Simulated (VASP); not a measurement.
# InAs (P-6m2) in VASP: settings compared, part 2 of 2

VASP 6.6.1. The steps go on from the part before.

## (3) Single point, r2SCAN50

The input, POSCAR:

```
InAs
1.0
    4.7312200000      0.0000000000      0.0000000000
   -2.3656100000      4.0973600000      0.0000000000
    0.0000000000      0.0000000000      2.9108900000
In As
1 1
Direct
    0.0000000000      0.0000000000      0.0000000000
    0.6666700000      0.3333300000      0.0000000000
```

The input, INCAR.step1:

```
PREC = Accurate
ENCUT = 440
EDIFF = 1E-5
ISMEAR = -1
SIGMA = 0.05
LREAL = False
LASPH = True
NELM = 120
ALGO = Normal
ISIF = 2
LWAVE = True
NBANDS = 21
GGA = PE
GGA_COMPAT = False
```

The input, INCAR.step2:

```
PREC = Accurate
ENCUT = 440
EDIFF = 1E-6
ISMEAR = -1
SIGMA = 0.05
LREAL = False
LASPH = True
NELM = 120
ALGO = Normal
ISIF = 2
LWAVE = False
LCHARG = True
METAGGA = R2SCAN
LHFCALC = True
AEXX = 0.5
LMIXTAU = True
PRECFOCK = Normal
LELF = True
LVHAR = True
NBANDS = 21
ISTART = 1
GGA_COMPAT = False
```

The input, KPOINTS:

```
Automatic mesh
0
Gamma
  4 4 5
```

Potentials or basis: VASP PAW PBE potentials, release 64 (In_d, As_d).

Run with:

```sh
cat potpaw_PBE.64/In_d/POTCAR potpaw_PBE.64/As_d/POTCAR > POTCAR
cp INCAR.step1 INCAR
mpirun -np 1 vasp_std > vasp.out
cp INCAR.step2 INCAR
mpirun -np 1 vasp_std > vasp.out
```

OUTCAR:

```text
PREC = Accurate
   ENCUT = 440
   EDIFF = 1E-6
   ISMEAR = -1
   LREAL = False
   LASPH = True
   NELM = 120
   ISIF = 2
   METAGGA = R2SCAN
   LHFCALC = True
   AEXX = 0.5
   PRECFOCK = Normal
   ISTART = 1

 ion  position               nearest neighbor table
   1  0.000  0.000  0.000-   2 2.73   2 2.73   2 2.73
   2  0.667  0.333  0.000-   1 2.73   1 2.73   1 2.73

  LATTYP: Found a hexagonal cell.
[... 694 lines left out ...]
     20      15.1045      0.00000
     21      15.8862      0.00000

------------------------ aborting loop because EDIFF is reached ----------------------------------------

  FORCE on cell =-STRESS in cart. coord.  units (eV):
  Direction    XX          YY          ZZ          XY          YZ          ZX
  --------------------------------------------------------------------------------------
  -------------------------------------------------------------------------------------
  Total        0.0030931      0.0666421     -1.7951162      0.0550350      0.0000000      0.0000000
  in kB        0.0878209      1.8921531    -50.9682920      1.5625962      0.0000000      0.0000000
  external PRESSURE =     -16.3294393 kB  Pullay stress =       0.0000000 kB

 VOLUME and BASIS-vectors are now :
 -----------------------------------------------------------------------------
  energy-cutoff  :      440.00
  volume of cell :       56.43
      direct lattice vectors                 reciprocal lattice vectors
     4.731220000  0.000000000  0.000000000     0.211361974  0.122029795  0.000000000
    -2.365610000  4.097360000  0.000000000     0.000000000  0.244059590  0.000000000
     0.000000000  0.000000000  2.910890000     0.000000000  0.000000000  0.343537544

 POSITION                                       TOTAL-FORCE (eV/Angst)
 -----------------------------------------------------------------------------------
      0.00000      0.00000      0.00000        -0.042969      0.024808      0.000000
      2.36563      1.36577      0.00000         0.042969     -0.024808      0.000000
 -----------------------------------------------------------------------------------
    total drift:                               -0.000529      0.000330     -0.000001

  FREE ENERGIE OF THE ION-ELECTRON SYSTEM (eV)
  ---------------------------------------------------
  free  energy   TOTEN  =       -26.7260202787 eV

  energy  without entropy=      -26.7225530162  energy(sigma->0) =      -26.72428665
```

OSZICAR.step1:

```text
N       E                     dE             d eps       ncg     rms          rms(c)
DAV:   1     0.221314597132E+03    0.22131E+03   -0.11960E+04  1086   0.471E+03
DAV:   2     0.255644163112E+02   -0.19575E+03   -0.18946E+03   892   0.822E+02
DAV:   3    -0.520933495091E+01   -0.30774E+02   -0.30442E+02  1017   0.159E+02
DAV:   4    -0.677806256921E+01   -0.15687E+01   -0.15671E+01  1012   0.407E+01
DAV:   5    -0.683283428733E+01   -0.54772E-01   -0.54765E-01  1218   0.786E+00    0.384E+00
DAV:   6    -0.677631368030E+01    0.56521E-01   -0.12157E-01  1205   0.480E+00    0.219E+00
DAV:   7    -0.676157950642E+01    0.14734E-01   -0.34644E-02  1344   0.187E+00    0.518E-01
DAV:   8    -0.676133998070E+01    0.23953E-03   -0.39985E-03  1043   0.445E-01    0.131E-01
DAV:   9    -0.676168799905E+01   -0.34802E-03   -0.75925E-04  1010   0.253E-01    0.445E-02
DAV:  10    -0.676177325550E+01   -0.85256E-04   -0.12241E-04   894   0.826E-02    0.125E-02
DAV:  11    -0.676178769357E+01   -0.14438E-04   -0.25850E-05   830   0.537E-02    0.724E-03
DAV:  12    -0.676179171420E+01   -0.40206E-05   -0.56307E-06   739   0.191E-02
   1 F= -.67617917E+01 E0= -.67544098E+01  d E =-.147639E-01
```

Run time: 56 min. Hardware: 1 thread of Intel Xeon Platinum 8259CL at 2.50GHz (Skylake/Cascade Lake), shared host; peak memory 0.19 GiB.

Results:

| Property | Result |
| --- | --- |
| Free energy | -26.7260 eV |
| Pressure | -1.6 GPa |
| Largest force | 0.050 eV/Å |
| Band gap on the k mesh | zero (bands 14 and 15 overlap by 3.23 eV) |

Forces in eV/Å, atoms in the order of the input:
```
In  -0.043  0.025  0.000
As   0.043 -0.025  0.000
```

Caveat: the k points lie up to 0.43 Å⁻¹ apart, too coarse for converged energies and pressures of a metal; the PAW data sets were made with another functional, which shifts forces and pressure a little; spin-orbit coupling is left out, which moves the levels of the heavy elements.

## (4) Relaxation of cell and atoms, HF

POSCAR is that of step 3.

The input, INCAR.step1:

```
  ALGO = Normal
  EDIFF = 1E-5
  ENCUT = 600
  GGA = PE
  ISMEAR = -1
  LASPH = True
  LCHARG = False
  LREAL = False
  LWAVE = True
  NBANDS = 16
  NELM = 80
  PREC = Accurate
  SIGMA = 0.05
```

The input, INCAR.step2:

```
  AEXX = 1.0
  AGGAC = 0.0
  ALDAC = 0.0
  ALGO = Normal
  EDIFF = 1E-6
  EDIFFG = -0.01
  ENCUT = 600
  GGA = PE
  IBRION = 2
  ISIF = 3
  ISMEAR = -1
  ISTART = 1
  LASPH = True
  LCHARG = False
  LHFCALC = True
  LREAL = False
  LWAVE = False
  NELM = 80
  NSW = 60
  PREC = Accurate
  PRECFOCK = Normal
  SIGMA = 0.05
```

The input, KPOINTS:

```
k-points
0
Gamma
  4 4 5
```

Potentials or basis: VASP PAW PBE potentials, release 64 (In_d, As).

Run with:

```sh
cat potpaw_PBE.64/In_d/POTCAR potpaw_PBE.64/As/POTCAR > POTCAR
cp INCAR.step1 INCAR
mpirun -np 1 vasp_std > vasp.out
cp INCAR.step2 INCAR
mpirun -np 1 vasp_std > vasp.out
```

It took 77 min on 1 thread of Intel Xeon 6975P-C (Granite Rapids), shared host; peak memory 0.22 GiB.

The run converged. Its results:

```yaml
Free_energy: -13.2026 eV
Relaxed_volume: 29.77 Å³/atom
Relaxed_cell: a = 4.839 Å, b = 4.839 Å, c = 2.931 Å, α = 90.00°, β = 90.00°, γ = 119.82°
Space_group_after_relaxing_to_0.1_Å: P-6m2 (No. 187)
Energy_gained_by_relaxing: 17.6 meV/atom
Ionic_steps: 4
Pressure_after_relaxing: 0.0 GPa
Largest_force_after_relaxing: 0.003 eV/Å
Band_gap_on_the_k_mesh: zero (bands 9 and 10 overlap by 4.39 eV)
```

Forces on the atoms (eV/Å):
```
In  -0.003  0.002  0.000
As   0.003 -0.002  0.000
```

The path:
```
step  energy change (eV)  largest force (eV/Å)  pressure (GPa)  volume (Å³)
   1              0.0000                0.0564            3.16        56.43
   2             -0.0277                0.0010           -1.23        61.09
   3             -0.0351                0.0138            0.00        59.55
   4             -0.0351                0.0034            0.00        59.54
```

Final structure:
```xyz
2
Lattice="4.8387 0.0077 0.0000 -2.4126 4.1943 0.0000 0.0000 0.0000 2.9312" Properties=species:S:1:pos:R:3 pbc="T T T"
In    4.8365    0.0090    0.0000
As    2.4238    1.4020    0.0000
```

Levels at points of the mesh, in eV from the Fermi level:
```tsv
k point	band 6	band 7	band 8	band 9	band 10	band 11	band 12	band 13
(0.00, 0.00, 0.00)	-19.56	-7.07	-5.85	-5.83	5.00	5.06	8.48	8.95
(0.50, 0.00, 0.00)	-18.67	-12.04	-6.88	-2.11	7.68	9.40	9.90	10.77
(0.50, 0.50, 0.00)	-18.66	-12.06	-6.89	-2.14	7.73	9.40	9.91	10.77
```

Caveat: the k points lie up to 0.43 Å⁻¹ apart in the final cell, too coarse for converged energies and pressures of a metal; the PAW data sets were made with another functional, which shifts forces and pressure a little; spin-orbit coupling is left out, which moves the levels of the heavy elements.

## (5) Summary

```tsv
task	level	potentials or basis	cell	cutoff (eV)	share of exact exchange	screening parameter	gap on the mesh (eV)	pressure (GPa)	relaxed volume (Å³/atom)
relaxation of cell and atoms	PBE-based screened hybrid with 25 % exact exchange	VASP PAW PBE potentials, release 64 (In_d, As)	relaxed	600	0.25	0.3 1/Å	none	0.0	28.38
single point	r2SCAN50	VASP PAW PBE potentials, release 64 (In_d, As_d)	as given	440	0.5	-	none	-1.6	-
relaxation of cell and atoms	HF	VASP PAW PBE potentials, release 64 (In_d, As)	relaxed	600	1	-	none	0.0	29.77
```

Alike in all rows: no spin polarisation; k mesh 4 × 4 × 5; smearing fermi-dirac 0.05 eV.

Caveats: all runs use coarse meshes; the PAW data sets were made with another functional, which shifts forces and pressure a little; spin-orbit coupling is left out, which moves the levels of the heavy elements.

Total energies depend on the potentials used, so only differences within one code and one set of settings carry meaning.
